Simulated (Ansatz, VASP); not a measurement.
One calculation of SnO, two programs

```
Sn O
1.0
     2.50000   -2.86000    0.00000
     2.50000    2.86000    0.00000
     0.00000    0.00000   11.23120
Sn O
4 4
Cartesian
  0.0000 0.0000 -0.1704
  0.0000 0.0000 5.4452
  2.5000 0.0007 3.0567
  2.5000 -0.0007 8.6723
  3.7499 -1.4300 4.2510
  1.2501 1.4300 9.8666
  1.2501 -1.4300 4.2510
  3.7499 1.4300 9.8666
```

Change from the starting cell: z stretched by +1 %, ions relaxed.

Alike in both runs: functional PBE; k mesh 8 × 8 × 3; occupations fermi-dirac, width 0.02 eV; no spin polarisation.

Ansatz relaxed the structure, and its values are those at the end. VASP's run is a single point on that final structure, the one shown.

|  | VASP | Ansatz |
| --- | --- | --- |
| version | VASP 6.6.1 | Ansatz 0.2.0 |
| potentials or method | VASP PAW PBE potentials, release 64 (Sn_d, O) | plane-wave PAW, scalar-relativistic |
| plane-wave cutoff (eV) | 520 | 420 |
| valence electrons in the cell | 80 | 80 |

VASP gave:

- gap on the k mesh at the Fermi level (eV): 0.78
- pressure (GPa): 2.2
- rms of the force components (eV/Å): 0.034

Problem. What did Ansatz give for the same quantities?

Solution. gap on the k mesh at the Fermi level (eV): 0.77; pressure (GPa): 2.0; rms of the force components (eV/Å): 0.001.

The functional is the same, so the differences come from potentials, cutoffs and numerics. Ansatz's warnings: stress scf threshold loose.
